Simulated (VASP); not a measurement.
Set up this calculation in VASP 6.6.1, as the native input.

| Property | Result |
| --- | --- |
| Task | density of states |
| Functional | PBE |
| Potentials or basis | VASP PAW PBE potentials, release 64 (Rh_pv) |
| Cutoff | 520 eV |
| k mesh | 17 × 17 × 17 |
| Occupations | fermi-dirac, width 0.05 eV |
| Spin | no spin polarisation |
| Dipole correction | no |
| k mesh for the DOS | 26 × 26 × 26 |
| Occupations for the DOS | tetrahedron |
| Further INCAR settings | ALGO = Normal; EDIFF = 1e-06; NBANDS = 14 |

Crystal: Rh.

```
CELL_PARAMETERS angstrom
0.00000 1.88253 1.88253
1.88253 0.00000 1.88253
1.88253 1.88253 0.00000
ATOMIC_POSITIONS crystal
Rh 0.00000 0.00000 0.00000
```

This cell differs from its parent crystal: volume scaled by 0.95.

These files were run (other wordings do the same):

POSCAR

```
Rh
1.0
    0.0000000000      1.8825281345      1.8825281345
    1.8825281345      0.0000000000      1.8825281345
    1.8825281345      1.8825281345      0.0000000000
Rh
1
Direct
    0.0000000000      0.0000000000      0.0000000000
```

INCAR.step1

```
PREC = Accurate
ENCUT = 520
EDIFF = 1E-6
ISMEAR = -1
SIGMA = 0.05
LREAL = False
LASPH = True
NELM = 60
ALGO = Normal
ISIF = 2
LWAVE = False
LCHARG = True
LMAXMIX = 4
GGA = PE
NBANDS = 14
```

KPOINTS.step1

```
regular mesh
0
Gamma
  17 17 17
```

INCAR.step2

```
PREC = Accurate
ENCUT = 520
EDIFF = 1E-6
ISMEAR = -5
SIGMA = 0.05
LREAL = False
LASPH = True
NELM = 60
ALGO = Normal
ISIF = 2
LWAVE = False
LCHARG = False
LMAXMIX = 4
GGA = PE
LORBIT = 11
NBANDS = 14
NEDOS = 1001
ICHARG = 11
```

KPOINTS.step2

```
regular mesh
0
Gamma
  26 26 26
```

Potentials or basis: VASP PAW PBE potentials, release 64 (Rh_pv).

Launch:

```bash
$ cat potpaw_PBE.64/Rh_pv/POTCAR > POTCAR
$ cp INCAR.step1 INCAR
$ cp KPOINTS.step1 KPOINTS
$ mpirun -np 1 vasp_std > vasp.out
$ cp INCAR.step2 INCAR
$ cp KPOINTS.step2 KPOINTS
$ mpirun -np 1 vasp_std > vasp.out
```

It gave:

```
Valence electrons inside the program's atomic spheres : Rh 13.84
```

Wall time 27 s on 1 thread of Intel(R) Xeon(R) 6975P-C (Granite Rapids), with other jobs on the host, peak memory 0.19 GiB.
